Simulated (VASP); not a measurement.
H10SO4: single point with PBE

The system is H10SO4.

```
CELL_PARAMETERS angstrom
5.45136 0.00000 0.00000
0.00000 5.45136 0.00000
0.00000 0.00000 5.45136
ATOMIC_POSITIONS crystal
O 0.72817 0.46735 0.80983
O 0.21151 0.04368 0.89298
O 0.83763 0.79393 0.15229
O 0.51136 0.91249 0.52281
H 0.88565 0.48806 0.72052
H 0.72800 0.29450 0.84078
H 0.25522 0.19630 0.96727
H 0.27899 0.03601 0.73634
H 0.78311 0.69676 0.00482
H 0.97649 0.88660 0.08154
H 0.62838 0.88429 0.39223
H 0.59282 0.83974 0.67102
H 0.33109 0.62379 0.46324
H 0.02104 0.54216 0.29086
S 0.18460 0.43143 0.45288
```

```json
{"Program": "VASP 6.6.1", "Task": "single point", "Functional": "PBE", "Potentials or basis": "VASP PAW PBE potentials, release 64 (O, H, S)", "Cutoff": "520 eV", "k mesh": "1 × 1 × 1", "Occupations": "fermi-dirac, width 0.05 eV", "Spin": "no spin polarisation"}
```

```
Pressure               : 3.2 GPa
Largest force          : 3.032 eV/Å
Band gap on the k mesh : 3.89 eV
```

Forces on the atoms (eV/Å):
```
O    0.181  0.867 -0.487
O   -1.483 -0.598  2.576
O    0.019  0.162 -0.896
O    0.261 -0.311  1.914
H    0.153 -0.127 -0.391
H   -0.192 -0.828  0.316
H    0.246  0.674  0.275
H    1.020  0.038 -2.459
H   -0.158 -0.240  0.910
H    0.091  0.173  0.164
H    0.627 -0.023 -0.959
H   -0.616  0.288 -1.043
H    0.478  0.873 -0.006
H    0.433  0.017  0.562
S   -1.059 -0.965 -0.476
```

Stress tensor (GPa, compression positive):
```
 2.41  1.26 -1.86
 1.26  4.15  0.28
-1.86  0.28  3.07
```

Levels at points of the mesh, in eV from the valence-band top:
| k point | band 17 | band 18 | band 19 | band 20 | band 21 | band 22 | band 23 | band 24 |
| --- | --- | --- | --- | --- | --- | --- | --- | --- |
| (0.00, 0.00, 0.00) | -1.57 | -1.25 | -0.95 | 0.00 | 3.89 | 6.22 | 7.10 | 7.47 |

It took 10 s on 1 thread of AMD EPYC 9R45 96-Core Processor (Zen 5), with other jobs on the host, peak memory 0.2 GiB.

Caveat: the k points lie up to 1.15 Å⁻¹ apart.
